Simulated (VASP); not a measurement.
A run of VASP 6.6.1 is set up as follows.

INCAR

```
PREC = Accurate
ENCUT = 520
EDIFF = 1E-6
ISMEAR = 0
SIGMA = 0.1
LREAL = F
LASPH = T
NELM = 100
ALGO = Normal
ISIF = 2
LWAVE = F
LCHARG = T
GGA = PE
LELF = T
LVHAR = T
NBANDS = 29
```

File KPOINTS:

```
regular mesh
0
Gamma
  10 10 10
```

The input POSCAR:

```
TiSi2
1.0
    0.0000000000      4.1349698829      4.2801839302
    2.4035688919      0.0000000000      4.2801839302
    2.4035688919      4.1349698829      0.0000000000
Ti Si
2 4
Direct
    0.5000000000      0.5000000000      0.5000000000
    0.7500000000      0.7500000000      0.7500000000
    0.8369370328      0.1630629672      0.8369370328
    0.1630629672      0.8369370328      0.1630629672
    0.0869370328      0.4130629672      0.0869370328
    0.4130629672      0.0869370328      0.4130629672
```

Potentials or basis: VASP PAW PBE potentials, release 64 (Ti_sv, Si).

The run is started by

```sh
$ cat potpaw_PBE.64/Ti_sv/POTCAR potpaw_PBE.64/Si/POTCAR > POTCAR
$ mpirun -np 1 vasp_std > vasp.out
```

Task: Predict the pressure.

Result: 0.0 GPa.

Task: Predict the band gap on the k mesh.

Result: Zero (bands 20 and 21 overlap by 1.82 eV).

Task: Predict the largest force.

Result: 0.004 eV/Å.

Forces on the atoms (eV/Å):
```
Ti   0.000  0.000  0.000
Ti   0.000  0.000  0.000
Si   0.000 -0.004  0.000
Si   0.000  0.004  0.000
Si   0.000 -0.004  0.000
Si   0.000  0.004  0.000
```
